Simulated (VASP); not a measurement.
# MoS2 (P1) in VASP: single point with LDA

Aim: the single point of MoS2 with LDA.

Everything below comes from runs of VASP 6.6.1. Logs are shortened: lines on timing, memory, paths and dates and some standing lists are left out, and cuts for length are marked.

**1. The cell of the first run**

The typed cell holds 12 atoms: a = 7.127 Å, b = 7.127 Å, c = 7.127 Å, α = 52.83°, β = 52.83°, γ = 52.83°.

**2. Single point, LDA**

Input file INCAR:

```
SYSTEM = MoS2
PREC = Accurate ; ENCUT = 520
EDIFF = 1E-6 ; ISMEAR = -1
SIGMA = 0.36 ; LREAL = .FALSE.
LASPH = .TRUE. ; NELM = 100
ALGO = Normal ; ISIF = 2
LWAVE = .FALSE. ; LCHARG = .FALSE.
NBANDS = 64
```

Input file KPOINTS:

```
Automatic mesh
0
G
  3 3 3
  0 0 0
```

Input file POSCAR:

```
MoS2
1.0
   -3.1710000000     -1.8307780000      6.1149970000
    3.1710000000     -1.8307780000      6.1149970000
    0.0000000000      3.6615550000      6.1149970000
Mo S
4 8
Direct
    0.0186748301      0.1203146913     -0.1197417605
    0.5609637654      0.5522598865     -0.1022337856
    0.5177012135      0.1290225633      0.3659668263
    0.0375233471      0.5427898245      0.4228598472
    0.7742008771      0.8335197039      0.6283066811
    0.2596180544      0.3185899876      0.1484807855
    0.3045197069      0.3566799088      0.6301174528
    0.7945544001      0.8223689696      0.1455468327
    0.2859892176      0.8289725036      0.1262980865
    0.7620794584      0.3052204234      0.6622839594
    0.7977700918      0.3276975595      0.1585068135
    0.2771808183      0.8633366051      0.6407753557
```

Potentials or basis: VASP PAW LDA potentials, release 64 (Mo_sv, S).

Run with:

```
cat potpaw_LDA.64/Mo_sv/POTCAR potpaw_LDA.64/S/POTCAR > POTCAR
mpirun -np 1 vasp_std > vasp.out
```

OUTCAR:

```text
SYSTEM = MoS2
   PREC = Accurate
   ENCUT = 520
   EDIFF = 1E-6
   ISMEAR = -1
   LREAL = .FALSE.
   LASPH = .TRUE.
   NELM = 100
   ISIF = 2

 ion  position               nearest neighbor table
   1  0.019  0.120  0.880-  10 2.35  11 2.36  12 2.36   9 2.42   8 2.50   7 2.51   4 2.79   2 2.82
                             3 3.13   3 3.21
   2  0.561  0.552  0.898-   5 2.35  10 2.36   9 2.40  11 2.41  12 2.55   6 2.58   1 2.82   3 2.84
                             4 3.02   4 3.33
   3  0.518  0.129  0.366-  11 2.34   6 2.35   7 2.40  12 2.40   5 2.45   8 2.52   2 2.84   4 2.85
                             1 3.13   1 3.21
   4  0.038  0.543  0.423-   7 2.35   5 2.37   6 2.42   8 2.47  10 2.47   9 2.53   1 2.79   3 2.85
                             2 3.02   2 3.33
   5  0.774  0.834  0.628-   2 2.35   4 2.37   3 2.45
   6  0.260  0.319  0.148-   3 2.35   4 2.42   2 2.58
   7  0.305  0.357  0.630-   4 2.35   3 2.40   1 2.51
   8  0.795  0.822  0.146-   4 2.47   1 2.50   3 2.52
   9  0.286  0.829  0.126-   2 2.40   1 2.42   4 2.53
  10  0.762  0.305  0.662-   1 2.35   2 2.36   4 2.47
  11  0.798  0.328  0.159-   3 2.34   1 2.36   2 2.41
  12  0.277  0.863  0.641-   1 2.36   3 2.40   2 2.55

  LATTYP: Found a trigonal (rhomboedric) cell.
 ALAT       =     7.1274243171
 COS(alpha) =     0.6041257486

  Lattice vectors:

 A1 = (  -3.1710000000,  -1.8307780000,   6.1149970000)
 A2 = (   3.1710000000,  -1.8307780000,   6.1149970000)
 A3 = (   0.0000000000,   3.6615550000,   6.1149970000)

Analysis of symmetry for initial positions (statically):
=====================================================================
 Subroutine PRICEL returns:
 Original cell was already a primitive cell.

 Routine SETGRP: Setting up the symmetry group for a
 trigonal (rhombohedral) supercell.

 Subroutine GETGRP returns: Found  1 space group operations
 (whereof  1 operations were pure point group operations)
 out of a pool of 12 trial point group operations.

The static configuration has the point symmetry C_1 .

Analysis of symmetry for dynamics (positions and initial velocities):
=====================================================================
 Subroutine PRICEL returns:
 Original cell was already a primitive cell.

 Routine SETGRP: Setting up the symmetry group for a
 trigonal (rhombohedral) supercell.

 Subroutine GETGRP returns: Found  1 space group operations
[... 121 lines left out ...]
   TEBEG  =    0.0;   TEEND  =   0.0 temperature during run
   PSTRESS=    0.0 pullay stress
   NELECT =     104.0000    total number of electrons
   NUPDOWN=      -1.0000    fix difference up-down
   EMIN   =  10.00;   EMAX   =-10.00  energy-range for DOS
   EFERMI =   0.00;   METHOD = LEGACY
   ISMEAR =    -1;   SIGMA  =   0.36  broadening in eV -4-tet -1-fermi 0-gaus
   EFERMI_NEDOS =   21; number of points for ismear=-14 and -15
   IALGO  =     38    algorithm
   IMIX   =      4    mixing-type and parameters
     AMIX     =   0.40;   BMIX     =  1.00
     AMIX_MAG =   1.60;   BMIX_MAG =  1.00
  volume/ion in A,a.u.               =      17.75       119.78
  Fermi-wavevector in a.u.,A,eV,Ry     =   1.289118  2.436081 22.610521  1.661826
  Thomas-Fermi vector in A             =   2.421031
   LORBIT       =      0    0 simple, 1 ext, 2 COOP (PROOUT), +10 PAW based schemes
   GGA     = CA    functional components
   LHFCALC =     F    Hartree Fock is set to
   AEXX    =    0.0000 exact exchange contribution
   IVDW    =     0    specifies the selected vdW correction
   LEPSILON=     F    determine dielectric tensor
   LRPA    =     F    only Hartree local field effects (RPA)
 non-spin polarized calculation
  energy-cutoff  :      520.00
  volume of cell :      213.00
 maximum number of plane-waves:      5748
 NGX is ok and might be reduce to    54
   NGX = 27   NGY = 27   NGZ = 27

 number of electron     104.0000005 magnetization

 Free energy of the ion-electron system (eV)
  ---------------------------------------------------
  ext. energy  EPLUGINS =         0.00000000
  ---------------------------------------------------
  free energy    TOTEN  =       -95.77919400 eV

  energy without entropy =      -93.45437667  energy(sigma->0) =      -94.61678533

 E-fermi :   7.1941     XC(G=0): -11.1590

 val. band max:        7.1913521618   @ k =   0.3333   0.0000   0.0000
 cond. band min:       7.1964398019   @ k =   0.0000   0.3333   0.3333
 fundamental gap:      0.0050876401
 Fermi energy:         7.1940707892

 k-point     1 :       0.0000    0.0000    0.0000
  band No.  band energies     occupation
      1     -53.7406      2.00000
      2     -53.6864      2.00000
      3     -53.6619      2.00000
      4     -53.6502      2.00000
      5     -28.3713      2.00000
      6     -28.3325      2.00000
[... 927 lines left out ...]
     63      10.1809      0.00050
     64      10.6464      0.00014

------------------------ aborting loop because EDIFF is reached ----------------------------------------

  FORCE on cell =-STRESS in cart. coord.  units (eV):
  Direction    XX          YY          ZZ          XY          YZ          ZX
  --------------------------------------------------------------------------------------
  -------------------------------------------------------------------------------------
  Total        2.3827695     -3.2842138     -4.5924095     -1.8656044      3.7940794      0.7224587
  in kB       17.9231057    -24.7037368    -34.5439381    -14.0330085     28.5389274      5.4343085
  external PRESSURE =     -13.7748564 kB  Pullay stress =       0.0000000 kB

 VOLUME and BASIS-vectors are now :
 -----------------------------------------------------------------------------
  energy-cutoff  :      520.00
  volume of cell :      213.00
      direct lattice vectors                 reciprocal lattice vectors
    -3.171000000 -1.830778000  6.114997000    -0.157678966 -0.091035995  0.054510788
     3.171000000 -1.830778000  6.114997000     0.157678966 -0.091035995  0.054510788
     0.000000000  3.661555000  6.114997000     0.000000000  0.182071990  0.054510803

 POSITION                                       TOTAL-FORCE (eV/Angst)
 -----------------------------------------------------------------------------------
      0.32230      2.96866      6.23270         0.452356     -0.288564      0.052087
     -0.02760      1.24916     12.29720        -0.146310      0.702803     -0.918100
     -1.23250      0.15600      6.19260         0.028245      0.042616     -0.359194
      1.60220      0.48590      6.13440        -0.307754     -0.149139     -0.765266
      0.18810     -0.64280     13.67330        -0.079818      0.113085      0.476744
      0.18700     -0.51490      4.44370         0.068257     -0.722114      0.979479
      0.16540      1.09670      7.89640         0.051916      0.810440     -0.691571
      0.08820     -2.42730     10.77750         0.547762     -0.083655      0.919429
      1.72180     -1.57880      7.59030         0.092586      0.609467     -0.156999
     -1.44870      0.47100     10.57640         0.238767     -0.917257      0.463450
     -1.49060     -1.48010      7.85150         0.381157     -0.528245      0.194336
      1.85870      0.25820     10.89260        -1.327165      0.410563     -0.194396
 -----------------------------------------------------------------------------------
    total drift:                               -0.000154      0.000063     -0.000085

  FREE ENERGIE OF THE ION-ELECTRON SYSTEM (eV)
  ---------------------------------------------------
  free  energy   TOTEN  =       -95.7791939974 eV

  energy  without entropy=      -93.4543766681  energy(sigma->0) =      -94.61678533
```

OSZICAR:

```text
N       E                     dE             d eps       ncg     rms          rms(c)
DAV:   1     0.101076040261E+04    0.10108E+04   -0.56836E+04  1904   0.155E+03
DAV:   2    -0.292091563328E+02   -0.10400E+04   -0.10107E+04  2064   0.420E+02
DAV:   3    -0.996378786858E+02   -0.70429E+02   -0.68437E+02  2264   0.943E+01
DAV:   4    -0.101671694954E+03   -0.20338E+01   -0.20165E+01  2144   0.153E+01
DAV:   5    -0.101722222026E+03   -0.50527E-01   -0.50431E-01  2120   0.248E+00    0.483E+01
DAV:   6    -0.979618794474E+02    0.37603E+01   -0.39298E+01  2136   0.263E+01    0.184E+01
DAV:   7    -0.964683443087E+02    0.14935E+01   -0.17835E+01  2072   0.182E+01    0.128E+01
DAV:   8    -0.958350025308E+02    0.63334E+00   -0.28044E+00  2168   0.750E+00    0.456E+00
DAV:   9    -0.958074779235E+02    0.27525E-01   -0.64678E-01  2200   0.405E+00    0.224E+00
DAV:  10    -0.957836660183E+02    0.23812E-01   -0.12773E-01  2136   0.200E+00    0.936E-01
DAV:  11    -0.957795059400E+02    0.41601E-02   -0.28296E-02  2216   0.815E-01    0.308E-01
DAV:  12    -0.957793793937E+02    0.12655E-03   -0.22566E-03  2240   0.271E-01    0.186E-01
DAV:  13    -0.957792353208E+02    0.14407E-03   -0.94186E-04  2144   0.197E-01    0.920E-02
DAV:  14    -0.957791934007E+02    0.41920E-04   -0.20555E-04  2152   0.779E-02    0.301E-02
DAV:  15    -0.957791944402E+02   -0.10395E-05   -0.36011E-05  2208   0.280E-02    0.127E-02
DAV:  16    -0.957791939974E+02    0.44286E-06   -0.92144E-06  1904   0.189E-02
   1 F= -.95779194E+02 E0= -.94616785E+02  d E =-.232482E+01
```

Wall time 8.9 min (1 thread of Intel Xeon 8259CL, shared host); peak memory 0.38 GiB.

Results:

- Free energy: -95.7792 eV
- Pressure: -1.4 GPa
- Largest force: 1.403 eV/Å
- Band gap on the k mesh: zero (bands 52 and 53 overlap by 0.15 eV)

Forces in eV/Å, atoms in the order of the input:
```
Mo   0.452 -0.289  0.052
Mo  -0.146  0.703 -0.918
Mo   0.028  0.043 -0.359
Mo  -0.308 -0.149 -0.765
S   -0.080  0.113  0.477
S    0.068 -0.722  0.979
S    0.052  0.810 -0.692
S    0.548 -0.084  0.919
S    0.093  0.609 -0.157
S    0.239 -0.917  0.463
S    0.381 -0.528  0.194
S   -1.327  0.411 -0.194
```

Levels at points of the mesh, in eV from the Fermi level:
```csv
k point,band 49,band 50,band 51,band 52,band 53,band 54,band 55,band 56
"(0.00, 0.00, 0.00)",-1.10,-0.87,-0.41,0.03,0.11,0.22,1.63,1.81
```

Caveat: the k points lie up to 0.40 Å⁻¹ apart; the atoms stand as in a frame of molecular dynamics; so wide a smearing shifts energies and pressures; forces of over 1 eV/Å act on the atoms, so gaps and moduli don't describe the material at rest.
